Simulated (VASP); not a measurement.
Here is a VASP 6.6.1 calculation.

File INCAR:

```
SYSTEM = SnSe2
PREC = Accurate
ENCUT = 520
EDIFF = 1E-7
ISMEAR = 0
SIGMA = 0.02
LREAL = .False.
LASPH = .True.
NELM = 100
ALGO = Normal
ISIF = 2
LWAVE = .False.
LCHARG = .False.
GGA = PE
NBANDS = 20
```

The input KPOINTS:

```
Automatic mesh
0
Gamma
  12 12 4
  0 0 0
```

POSCAR

```
SnSe2
1.0
    4.1039726491     -0.0001525102      0.0000000000
   -2.0521090572      3.3031434414      0.0000000000
    0.0000000000      0.0000000000      6.7758688930
Sn Se
1 2
Direct
    0.0000000000      0.0000000000      0.0000000000
    0.6666466159      0.3331967363      0.7686758343
    0.3333533841      0.6668032637      0.2313241657
```

Potentials or basis: VASP PAW PBE potentials, release 64 (Sn_d, Se).

Launch:

```console
$ cat potpaw_PBE.64/Sn_d/POTCAR potpaw_PBE.64/Se/POTCAR > POTCAR
$ mpirun -np 1 vasp_std > vasp.out
```

**Question.** Predict the largest force.

**Answer.** 0.010 eV/Å.

**Question.** Estimate the band gap on the k mesh.

**Answer.** 0.47 eV, indirect (least direct gap 0.95 eV).

**Question.** Estimate the pressure.

**Answer.** -1.2 GPa.

Stress tensor (GPa, compression positive):
```
-3.64  0.00  0.00
 0.00  0.04 -0.02
 0.00 -0.02  0.04
```

Caveat: the cell differs from its parent crystal (uniaxial strain along a: +6.0 %, then relaxed in part); spin-orbit coupling is left out, which moves the levels of the heavy elements. A k mesh can miss the band edges.
